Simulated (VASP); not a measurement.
Input of a VASP 6.6.1 run:

File INCAR:

```
PREC = Accurate
ENCUT = 520
EDIFF = 1E-7
ISMEAR = 0
SIGMA = 0.1
LREAL = False
LASPH = True
NELM = 80
ALGO = Normal
ISIF = 2
LWAVE = False
LCHARG = False
LDIPOL = True
IDIPOL = 3
DIPOL = 0.5 0.5 0.504
GGA = PS
IBRION = 2
NSW = 45
EDIFFG = -0.02
```

File KPOINTS:

```
Automatic mesh
0
Gamma
  12 12 1
```

File POSCAR:

```
Ti4O
1.0
    2.8679135954      0.0000000000      0.0000000000
   -1.4339567977      2.4836860295      0.0000000000
    0.0000000000      0.0000000000     26.0249249352
Ti O
4 1
Selective dynamics
Direct
    0.6666666667      0.3333333333      0.3266099719  F F F
    0.3333333333      0.6666666667      0.4165868556  F F F
    0.0000000000      0.0000000000      0.5080269110  F F F
    0.6666666667      0.3333333333      0.5921085072  F F F
    0.6666666667      0.3333333333      0.6789483350  F F T
```

Potentials or basis: VASP PAW PBE potentials, release 64 (Ti_sv, O).

Run with:

```bash
$ cat potpaw_PBE.64/Ti_sv/POTCAR potpaw_PBE.64/O/POTCAR > POTCAR
$ mpirun -np 1 vasp_std > vasp.out
```

Problem. Estimate the band gap on the k mesh.

Solution. Zero (bands 27 and 28 overlap by 0.62 eV).

Problem. Predict the energy gained by relaxing.

Solution. 578.9 meV/atom.

The path:
| step | energy change (eV) | largest force on free atoms (eV/Å) | pressure (GPa) |
| --- | --- | --- | --- |
| 1 | 0.0000 | 4.3781 | -3.24 |
| 2 | -1.0039 | 5.0652 | -2.83 |
| 3 | -1.5524 | 16.9773 | 8.61 |
| 4 | -1.7553 | 5.1748 | -2.18 |
| 5 | -2.8307 | 2.2718 | 0.49 |
| 6 | -2.7601 | 4.2011 | 3.53 |
| 7 | -2.8920 | 0.5106 | 1.38 |
| 8 | -2.8946 | 0.1157 | 1.68 |
| 9 | -2.8940 | 0.2762 | 1.49 |
| 10 | -2.8947 | 0.0004 | 1.63 |

Caveat: the PAW data sets were made with another functional, which shifts forces and pressure a little.
